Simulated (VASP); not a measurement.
A run of VASP 6.6.1 is set up as follows.

POSCAR

```
Ru
1.0
    2.7003540273      0.0000000000      0.0000000000
   -1.3501770136      2.3385751868      0.0000000000
    0.0000000000      0.0000000000      4.2732818033
Ru
2
Direct
    0.3333333333      0.6666666667      0.2500000000
    0.6666666667      0.3333333333      0.7500000000
```

The input INCAR.step1:

```
ALGO = Normal
EDIFF = 1E-4
ENCUT = 520
GGA = PE
ISMEAR = 1
LASPH = True
LCHARG = False
LREAL = False
LWAVE = True
NBANDS = 21
NELM = 100
PREC = Accurate
SIGMA = 0.1
```

File INCAR.step2:

```
ALGO = Normal
EDIFF = 1E-6
ENCUT = 520
ISIF = 2
ISMEAR = 1
ISTART = 1
LASPH = True
LCHARG = False
LMIXTAU = True
LREAL = False
LWAVE = False
METAGGA = R2SCAN
NBANDS = 21
NELM = 100
PREC = Accurate
SIGMA = 0.1
```

File KPOINTS:

```
k-points
0
Gamma
  14 14 8
```

Potentials or basis: VASP PAW PBE potentials, release 64 (Ru_pv).

Run with:

```bash
$ cat potpaw_PBE.64/Ru_pv/POTCAR > POTCAR
$ cp INCAR.step1 INCAR
$ mpirun -np 1 vasp_std > vasp.out
$ cp INCAR.step2 INCAR
$ mpirun -np 1 vasp_std > vasp.out
```

Q: What does it give for the pressure?

A: 1.5 GPa.

Q: Estimate the band gap on the k mesh.

A: Zero (bands 14 and 15 overlap by 3.30 eV).

Stress tensor (GPa, compression positive):
```
 2.28  0.00  0.00
 0.00  2.28  0.00
 0.00  0.00 -0.04
```

Caveat: an empty level that is flat over the whole mesh can mark a ghost state of the potentials, or a narrow d or f band; the PAW data sets were made with another functional, which shifts forces and pressure a little.
